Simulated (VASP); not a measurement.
Crystal: Zr2B3.

```xyz
5
Lattice="3.6953 0.0000 0.0000 -1.8477 3.2002 0.0000 0.0000 0.0000 4.5377" Properties=species:S:1:pos:R:3 pbc="T T T"
Zr    1.8477    1.0667    2.2689
Zr    0.0000    2.1335    0.0000
B     0.0000    0.0000    3.3824
B     0.0000    0.0000    1.1553
B     1.8477    1.0667    0.0000
```

| Property | Result |
| --- | --- |
| Program | VASP 6.6.1 |
| Task | relaxation of cell and atoms |
| Functional | PBE |
| Potentials or basis | VASP PAW PBE potentials, release 64 (Zr_sv, B) |
| Cutoff | 600 eV |
| k mesh | 6 × 6 × 4 |
| Occupations | gaussian, width 0.1 eV |
| Spin | no spin polarisation |

At the start: pressure 40.5 GPa; volume 10.73 Å³/atom.

Problem. How do energy, volume and symmetry change on relaxing?

Solution. Over 16 steps the energy falls by 387.0 meV/atom and the volume is 13.17 Å³/atom (+22.7 %); space group P-6m2 (No. 187, to 0.05 Å).

Step by step:
| step | energy change (eV) | largest force (eV/Å) | pressure (GPa) | volume (Å³) |
| --- | --- | --- | --- | --- |
| 1 | 0.0000 | 1.1525 | 40.47 | 53.66 |
| 2 | -0.2685 | 1.0754 | -21.05 | 77.58 |
| 3 | -1.2297 | 1.1793 | -1.93 | 64.86 |
| 4 | -1.2306 | 1.1821 | -1.23 | 64.56 |
| 5 | -1.3766 | 1.2798 | -1.08 | 64.51 |
| 6 | -1.7000 | 1.0620 | 1.28 | 64.28 |
| 7 | -0.0247 | 7.0376 | 24.33 | 63.51 |
| 8 | -1.7465 | 0.8506 | 2.22 | 64.25 |
| 9 | -1.8208 | 0.5758 | 2.16 | 64.57 |
| 10 | -1.8779 | 0.3857 | 2.78 | 65.17 |
| 11 | -1.8786 | 0.2236 | 2.64 | 65.09 |
| 12 | -1.9115 | 0.0854 | 0.90 | 65.62 |
| 13 | -1.9294 | 0.1191 | -1.63 | 66.44 |
| 14 | -1.9294 | 0.1099 | -1.53 | 66.41 |
| 15 | -1.9340 | 0.0158 | -0.62 | 66.04 |
| 16 | -1.9348 | 0.0390 | -0.10 | 65.83 |

Final structure:
```
Zr B
1.0
     3.90506    0.00000    0.00000
    -1.95253    3.38188    0.00000
     0.00000    0.00000    4.98468
Zr B
2 3
Direct
  0.66667 0.33333 0.50000
  0.33333 0.66667 0.00000
  0.00000 0.00000 0.67383
  0.00000 0.00000 0.32617
  0.66667 0.33333 0.00000
```

Caveat: the volume moved by over 15 % at a fixed basis, so the end points are rough.
